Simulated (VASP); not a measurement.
## Sb: single point with r2SCAN

System: Sb, a slab with vacuum.

```
Sb
1.0
     4.34113    0.00000    0.00000
    -2.17057    3.75953    0.00000
     0.00000    0.00000   24.23953
Sb
6
Direct
  0.33333 0.66667 0.30890
  0.66667 0.33333 0.37114
  0.00000 0.00000 0.46915
  0.33333 0.66667 0.53085
  0.66667 0.33333 0.62886
  0.00000 0.00000 0.69110
```

```
Program             : VASP 6.6.1
Task                : single point
Functional          : r2SCAN
Potentials or basis : VASP PAW PBE potentials, release 64 (Sb)
Cutoff              : 520 eV
k mesh              : 9 × 9 × 1
Occupations         : gaussian, width 0.1 eV
Spin                : no spin polarisation
```

- Largest force: 0.059 eV/Å

Forces in eV/Å, atoms in the order of the input:
```
Sb   0.000  0.000 -0.055
Sb   0.000  0.000  0.059
Sb   0.000  0.000 -0.055
Sb   0.000  0.000  0.055
Sb   0.000  0.000 -0.059
Sb   0.000  0.000  0.055
```

Levels at points of the mesh, in eV from the Fermi level:
```tsv
k point	band 13	band 14	band 15	band 16	band 17	band 18
(0.00, 0.00, 0.00)	-1.39	-0.81	-0.12	-0.07	0.79	0.79
```

It took 4.2 min on 1 thread of Intel(R) Xeon(R) 6975P-C (Granite Rapids), on a shared host, peak memory 0.5 GiB.

Caveat: the PAW data sets were made with another functional, which shifts forces and pressure a little; spin-orbit coupling is left out, which moves the levels of the heavy elements.
